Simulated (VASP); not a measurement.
# Sb (P6_3/mmc) in VASP: notebook

Runs on Sb. Level: PBE. Tasks: single point.

Everything below comes from runs of VASP 6.6.1. Logs are shortened: lines on timing, memory, paths and dates and some standing lists are left out, and cuts for length are marked.

### Step 1. The cell of the first run

It takes space group P6_3/mmc (No. 194, hexagonal). The conventional cell has a = 3.355 Å, b = 3.355 Å, c = 5.470 Å, α = 90.00°, β = 90.00°, γ = 120.00°. Within 4.4 Å of Sb (site symmetry -6m2) lie 12 Sb at 3.35 Å.

### Step 2. Single point, PBE

File INCAR:

```
PREC = Accurate
ENCUT = 520
EDIFF = 1E-6
ISMEAR = 0
SIGMA = 0.017
LREAL = F
LASPH = T
NELM = 100
ALGO = Normal
ISIF = 2
LWAVE = F
LCHARG = F
GGA = PE
NBANDS = 12
```

File KPOINTS:

```
Automatic mesh
0
Gamma
  9 9 5
```

File POSCAR:

```
Sb
1.0
    3.3545324186      0.0000000000      0.0000000000
   -1.6772662093      2.9051102923      0.0000000000
    0.0000000000      0.0000000000      5.4701606500
Sb
2
Direct
    0.6666666667      0.3333333333      0.7500000000
    0.3333333333      0.6666666667      0.2500000000
```

Potentials or basis: VASP PAW PBE potentials, release 64 (Sb).

The run is started by

```sh
cat potpaw_PBE.64/Sb/POTCAR > POTCAR
mpirun -np 1 vasp_std > vasp.out
```

OUTCAR:

```text
PREC = Accurate
   ENCUT = 520
   EDIFF = 1E-6
   ISMEAR = 0
   LREAL = F
   LASPH = T
   NELM = 100
   ISIF = 2
   GGA = PE

 ion  position               nearest neighbor table
   1  0.667  0.333  0.750-   2 3.35   2 3.35   2 3.35   2 3.35   2 3.35   2 3.35
   2  0.333  0.667  0.250-   1 3.35   1 3.35   1 3.35   1 3.35   1 3.35   1 3.35

  LATTYP: Found a hexagonal cell.
 ALAT       =     3.3545324186
 C/A-ratio  =     1.6306775334

  Lattice vectors:

 A1 = (   3.3545324186,   0.0000000000,   0.0000000000)
 A2 = (  -1.6772662093,   2.9051102923,   0.0000000000)
 A3 = (   0.0000000000,   0.0000000000,   5.4701606500)

Analysis of symmetry for initial positions (statically):
=====================================================================
 Subroutine PRICEL returns:
 Original cell was already a primitive cell.

 Routine SETGRP: Setting up the symmetry group for a
 hexagonal supercell.

 Subroutine GETGRP returns: Found 24 space group operations
 (whereof 12 operations were pure point group operations)
 out of a pool of 24 trial point group operations.

The static configuration has the point symmetry D_3d.
 The point group associated with its full space group is D_6h.

Analysis of symmetry for dynamics (positions and initial velocities):
=====================================================================
 Subroutine PRICEL returns:
 Original cell was already a primitive cell.

 Routine SETGRP: Setting up the symmetry group for a
 hexagonal supercell.

 Subroutine GETGRP returns: Found 24 space group operations
 (whereof 12 operations were pure point group operations)
 out of a pool of 24 trial point group operations.

The dynamic configuration has the point symmetry D_3d.
 The point group associated with its full space group is D_6h.

 Subroutine INISYM returns: Found 24 space group operations
 (whereof 12 operations are pure point group operations),
 and found     1 'primitive' translations

----------------------------------------------------------------------------------------

                                     Primitive cell

  volume of cell :      53.3083

  direct lattice vectors                    reciprocal lattice vectors
     3.354532419  0.000000000  0.000000000     0.298104139  0.172110505  0.000000000
    -1.677266209  2.905110292  0.000000000     0.000000000  0.344221010  0.000000000
     0.000000000  0.000000000  5.470160650     0.000000000  0.000000000  0.182809987

[... 86 lines left out ...]
   NSW    =      0    number of steps for IOM
   IBRION =     -1    ionic relax: 0-MD 1-quasi-New 2-CG
   NFREE  =      0    steps in history (QN), initial steepest desc. (CG)
   ISIF   =      2    stress and relaxation
   ISYM   =      2    0-nonsym 1-usesym 2-fastsym
   POTIM  = 0.5000    time-step for ionic-motion
   TEBEG  =    0.0;   TEEND  =   0.0 temperature during run
   PSTRESS=    0.0 pullay stress
   NELECT =      10.0000    total number of electrons
   NUPDOWN=      -1.0000    fix difference up-down
   EMIN   =  10.00;   EMAX   =-10.00  energy-range for DOS
   EFERMI =   0.00;   METHOD = LEGACY
   ISMEAR =     0;   SIGMA  =   0.02  broadening in eV -4-tet -1-fermi 0-gaus
   EFERMI_NEDOS =   21; number of points for ismear=-14 and -15
   IALGO  =     38    algorithm
   IMIX   =      4    mixing-type and parameters
     AMIX     =   0.40;   BMIX     =  1.00
     AMIX_MAG =   1.60;   BMIX_MAG =  1.00
  volume/ion in A,a.u.               =      26.65       179.87
  Fermi-wavevector in a.u.,A,eV,Ry     =   0.937152  1.770960 11.949364  0.878253
  Thomas-Fermi vector in A             =   2.064234
   LORBIT       =      0    0 simple, 1 ext, 2 COOP (PROOUT), +10 PAW based schemes
   GGA     = PE    functional components
   LHFCALC =     F    Hartree Fock is set to
   AEXX    =    0.0000 exact exchange contribution
   IVDW    =     0    specifies the selected vdW correction
   LEPSILON=     F    determine dielectric tensor
   LRPA    =     F    only Hartree local field effects (RPA)
 non-spin polarized calculation
 Gauss-broadening in eV      SIGMA  =   0.02
  energy-cutoff  :      520.00
  volume of cell :       53.31
 maximum number of plane-waves:      1448
 NGX is ok and might be reduce to    28
   NGX = 13   NGY = 13   NGZ = 21

 number of electron      10.0000000 magnetization

 Free energy of the ion-electron system (eV)
  ---------------------------------------------------
  ext. energy  EPLUGINS =         0.00000000
  ---------------------------------------------------
  free energy    TOTEN  =        -7.71991609 eV

  energy without entropy =       -7.71935850  energy(sigma->0) =       -7.71963730

 E-fermi :   8.5317     XC(G=0): -10.2771

 val. band max:        8.5262537084   @ k =   0.2222   0.0000   0.4000
 cond. band min:       8.5386620106   @ k =   0.4444   0.1111   0.0000
 fundamental gap:      0.0124083022
 Fermi energy:         8.5316803776

 k-point     1 :       0.0000    0.0000    0.0000
  band No.  band energies     occupation
      1      -4.3484      2.00000
      2      -0.5200      2.00000
      3       2.7743      2.00000
      4      12.2631      0.00000
      5      12.2631      0.00000
      6      13.9103      0.00000
      7      13.9103      0.00000
      8      14.1548      0.00000
      9      16.3787      0.00000
     10      17.6058      0.00000
     11      18.6198      0.00000
     12      18.6198      0.00000
[... 331 lines left out ...]
 k-point    24 :       0.3333    0.3333    0.2000
  band No.  band energies     occupation
      1       0.5859      2.00000
      2       0.5859      2.00000
      3       4.3621      2.00000
      4       5.3970      2.00000
      5       5.3970      2.00000
      6       6.9848      2.00000
      7       9.3508      0.00000
      8       9.3508      0.00000
      9      13.1693      0.00000
     10      19.0600      0.00000
     11      19.0600      0.00000
     12      20.8603      0.00000

 [... further k-points ...]
[... 5 lines left out ...]
  --------------------------------------------------------------------------------------
  -------------------------------------------------------------------------------------
  Total        0.3711263      0.3711263      0.6050652      0.0000000     -0.0000000      0.0000000
  in kB       11.1541790     11.1541790     18.1851992      0.0000000     -0.0000000      0.0000000
  external PRESSURE =      13.4978524 kB  Pullay stress =       0.0000000 kB

 VOLUME and BASIS-vectors are now :
 -----------------------------------------------------------------------------
  energy-cutoff  :      520.00
  volume of cell :       53.31
      direct lattice vectors                 reciprocal lattice vectors
     3.354532419  0.000000000  0.000000000     0.298104139  0.172110505  0.000000000
    -1.677266209  2.905110292  0.000000000     0.000000000  0.344221010  0.000000000
     0.000000000  0.000000000  5.470160650     0.000000000  0.000000000  0.182809987

 POSITION                                       TOTAL-FORCE (eV/Angst)
 -----------------------------------------------------------------------------------
      1.67727      0.96837      4.10262         0.000000      0.000000      0.000000
     -0.00000      1.93674      1.36754        -0.000000     -0.000000      0.000000
 -----------------------------------------------------------------------------------
    total drift:                                0.000000     -0.000000      0.000000

  FREE ENERGIE OF THE ION-ELECTRON SYSTEM (eV)
  ---------------------------------------------------
  free  energy   TOTEN  =        -7.7199160934 eV

  energy  without entropy=       -7.7193584979  energy(sigma->0) =       -7.71963730
```

OSZICAR:

```text
N       E                     dE             d eps       ncg     rms          rms(c)
DAV:   1     0.336794804406E+02    0.33679E+02   -0.35225E+03   864   0.659E+02
DAV:   2    -0.581771165800E+01   -0.39497E+02   -0.38276E+02  1156   0.108E+02
DAV:   3    -0.771407910271E+01   -0.18964E+01   -0.18873E+01  1112   0.262E+01
DAV:   4    -0.772919986394E+01   -0.15121E-01   -0.15119E-01  1000   0.278E+00
DAV:   5    -0.772935130906E+01   -0.15145E-03   -0.15144E-03  1024   0.312E-01    0.246E+00
DAV:   6    -0.772305920488E+01    0.62921E-02   -0.37384E-03   988   0.316E-01    0.140E+00
DAV:   7    -0.771987803527E+01    0.31812E-02   -0.72042E-03   924   0.442E-01    0.473E-02
DAV:   8    -0.771991553280E+01   -0.37498E-04   -0.13307E-04  1040   0.812E-02    0.141E-02
DAV:   9    -0.771991764489E+01   -0.21121E-05   -0.35373E-06   976   0.137E-02    0.294E-03
DAV:  10    -0.771991663181E+01    0.10131E-05   -0.31496E-07   632   0.334E-03    0.242E-03
DAV:  11    -0.771991609336E+01    0.53845E-06   -0.23834E-08   508   0.108E-03
   1 F= -.77199161E+01 E0= -.77196373E+01  d E =-.557595E-03
```

It took 36 s on 1 thread of Intel Xeon 8259CL, shared host; peak memory 0.18 GiB.

Results:

```
Free energy            : -7.7199 eV
Pressure               : 1.3 GPa
Band gap on the k mesh : zero (band 5 reaches 12.82 eV, above the bottom of band 6 at 5.89 eV)
```

Levels at points of the mesh, in eV from the Fermi level:
| k point | band 2 | band 3 | band 4 | band 5 | band 6 | band 7 | band 8 | band 9 |
| --- | --- | --- | --- | --- | --- | --- | --- | --- |
| (0.00, 0.00, 0.00) | -9.05 | -5.76 | 3.73 | 3.73 | 5.38 | 5.38 | 5.62 | 7.85 |

Caveat: spin-orbit coupling is left out, which moves the levels of the heavy elements.

### Step 3. Single point, PBE

File INCAR:

```
SYSTEM = Sb
ALGO = Normal ; EDIFF = 1E-6
ENCUT = 520 ; GGA = PE
ISIF = 2 ; ISMEAR = 0
LASPH = .True. ; LCHARG = .False.
LREAL = .False. ; LWAVE = .False.
NBANDS = 12 ; NELM = 80
PREC = Accurate ; SIGMA = 0.018000000000000002
```

File KPOINTS:

```
k-points
0
Gamma
  9 9 5
  0 0 0
```

POSCAR is that of step 2.

Potentials or basis: VASP PAW PBE potentials, release 64 (Sb).

The run is started by

```sh
cat potpaw_PBE.64/Sb/POTCAR > POTCAR
mpirun -np 1 vasp_std > vasp.out
```

Run time: 37 s. Hardware: 1 thread of Intel Xeon 8259CL, shared host; peak memory 0.17 GiB.

It converged, with:

* Free energy: -7.7199 eV
* Pressure: 1.3 GPa
* Band gap on the k mesh: zero (band 5 reaches 12.82 eV, above the bottom of band 6 at 5.89 eV)

Stress tensor (GPa, compression positive):
```
1.12 0.00 0.00
0.00 1.12 0.00
0.00 0.00 1.80
```

Levels at points of the mesh, in eV from the Fermi level:
| k point | band 2 | band 3 | band 4 | band 5 | band 6 | band 7 | band 8 | band 9 |
| --- | --- | --- | --- | --- | --- | --- | --- | --- |
| (0.00, 0.00, 0.00) | -9.05 | -5.76 | 3.73 | 3.73 | 5.38 | 5.38 | 5.62 | 7.85 |

Caveat: spin-orbit coupling is left out, which moves the levels of the heavy elements.
